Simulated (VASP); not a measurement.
Wanted: the native input for a VASP 6.6.1 run.

| Quantity | Value |
| --- | --- |
| Task | single point |
| Functional | PBE |
| Potentials or basis | VASP PAW PBE potentials, release 64 (Zn, O) |
| Cutoff | 520 eV |
| k mesh | 9 × 9 × 6 |
| Occupations | gaussian, width 0.02 eV |
| Spin | no spin polarisation |
| Dipole correction | no |
| Further INCAR settings | ALGO = Normal; EDIFF = 1e-06; NBANDS = 26 |

The structure of ZnO (pbe) lies in POSCAR:

```
ZnO
1.0
    3.2799348311      0.0000000000      0.0000000000
   -1.6399674156      2.8405068865      0.0000000000
    0.0000000000      0.0000000000      5.2942008813
Zn O
2 2
Direct
    0.3333333333      0.6666666667      0.0019632196
    0.6666666667      0.3333333333      0.5019632196
    0.3333333333      0.6666666667      0.3810367804
    0.6666666667      0.3333333333      0.8810367804
```

The input as run:

INCAR

```
PREC = Accurate
ENCUT = 520
EDIFF = 1E-6
ISMEAR = 0
SIGMA = 0.02
LREAL = F
LASPH = T
NELM = 80
ALGO = Normal
ISIF = 2
LWAVE = F
LCHARG = F
GGA = PE
NBANDS = 26
```

KPOINTS

```
regular mesh
0
Gamma
  9 9 6
```

Potentials or basis: VASP PAW PBE potentials, release 64 (Zn, O).

Launch:

```console
$ cat potpaw_PBE.64/Zn/POTCAR potpaw_PBE.64/O/POTCAR > POTCAR
$ mpirun -np 1 vasp_std > vasp.out
```

It gave:

```
Pressure               : 0.8 GPa
Band gap on the k mesh : 0.73 eV, direct
```

Run time: 34 s on 1 thread of Intel(R) Xeon(R) Platinum 8375C CPU @ 2.90GHz (Ice Lake), on a shared host, peak memory 0.19 GiB.
